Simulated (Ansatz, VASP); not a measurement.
## Re in VASP and in Ansatz

```xyz
1
Lattice="0.0000 2.2458 1.4876 2.2458 0.0000 1.4876 2.2458 2.2458 0.0000" Properties=species:S:1:pos:R:3 pbc="T T T"
Re    0.0000    0.0000    0.0000
```

Alike in both runs: task single point; functional PBE; k mesh 10 × 10 × 10; occupations gaussian, width 0.15 eV; no spin polarisation.

```csv
,VASP,Ansatz
version,VASP 6.6.1,Ansatz 0.2.0
potentials or method,"VASP PAW PBE potentials, release 64 (Re), cutoff 520 eV","scalar-relativistic, plane waves, PAW"
valence electrons in the cell,7,15
```

```tsv
	VASP	Ansatz	Ansatz less VASP
gap on the k mesh at the Fermi level (eV)	none	none	-
pressure (GPa)	1.7	2.2	+0.47
traceless stress, the component that is largest in VASP (GPa)	0.23	0.53	+0.298
```

A gap of «none» marks a metal or a gap that the smearing closes. The functional is the same, so the differences come from potentials, cutoffs and numerics. VASP's potentials hold 7 valence electrons a cell and Ansatz's 15, so a difference there can come from the potentials and not from the codes.

Spin-orbit coupling is off throughout.
